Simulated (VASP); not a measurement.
Write the native input for VASP 6.6.1 that does the following.

- Task: single point
- Functional: PBE
- Potentials or basis: VASP PAW PBE potentials, release 64 (Ba_sv, Ti_sv, O)
- Cutoff: 520 eV
- k mesh: 8 × 8 × 8
- Occupations: fermi-dirac, width 0.05 eV
- Spin: no spin polarisation
- Dipole correction: no
- Further INCAR settings: ALGO = Normal; EDIFF = 1e-06; NBANDS = 28

The structure of BaTiO3 lies in POSCAR:

```
BaTiO3
1.0
    3.9573602681      0.0000000000      0.0000000000
    0.0000000000      2.8180088222      2.8267000956
    0.0000000000     -2.8180088222      2.8267000956
Ba Ti O
1 1 3
Direct
    0.0000000000      0.0000000000      0.0000000000
    0.5000000000      0.5079000000      0.5079000000
    0.0000000000      0.4921000000      0.4921000000
    0.5000000000      0.5025100000      0.9937100000
    0.5000000000      0.9937100000      0.5025100000
```

This cell differs from its parent crystal: volume scaled by 0.98.

These files were run (other wordings do the same):

INCAR

```
SYSTEM = BaTiO3
PREC     = Accurate       ! precision mode
ENCUT    = 520            ! plane-wave cutoff, eV
EDIFF    = 1E-6           ! SCF threshold, eV
ISMEAR   = -1             ! smearing method
SIGMA    = 0.05           ! smearing width, eV
LREAL    = .False.        ! projectors in reciprocal space
LASPH    = .True.         ! aspherical terms in the spheres
NELM     = 60             ! most SCF steps
ALGO     = Normal         ! electronic algorithm
ISIF     = 2              ! what is computed and relaxed
LWAVE    = .False.        ! write WAVECAR
LCHARG   = .True.         ! write CHGCAR
GGA      = PE             ! functional
LELF     = .True.         ! ELF
LVHAR    = .True.       
NBANDS   = 28             ! bands
```

KPOINTS

```
regular mesh
0
Gamma
  8 8 8
  0 0 0
```

Potentials or basis: VASP PAW PBE potentials, release 64 (Ba_sv, Ti_sv, O).

The run is started by

```sh
$ cat potpaw_PBE.64/Ba_sv/POTCAR potpaw_PBE.64/Ti_sv/POTCAR potpaw_PBE.64/O/POTCAR > POTCAR
$ mpirun -np 1 vasp_std > vasp.out
```

It gave:

* Pressure: 7.4 GPa
* Largest force: 0.152 eV/Å
* Band gap on the k mesh: 1.83 eV, indirect (least direct gap 1.99 eV)

Caveat: spin-orbit coupling is left out, which moves the levels of the heavy elements.

Wall time 83 s on 1 thread of Intel(R) Xeon(R) 6975P-C (Granite Rapids), with other jobs on the host, peak memory 0.3 GiB.
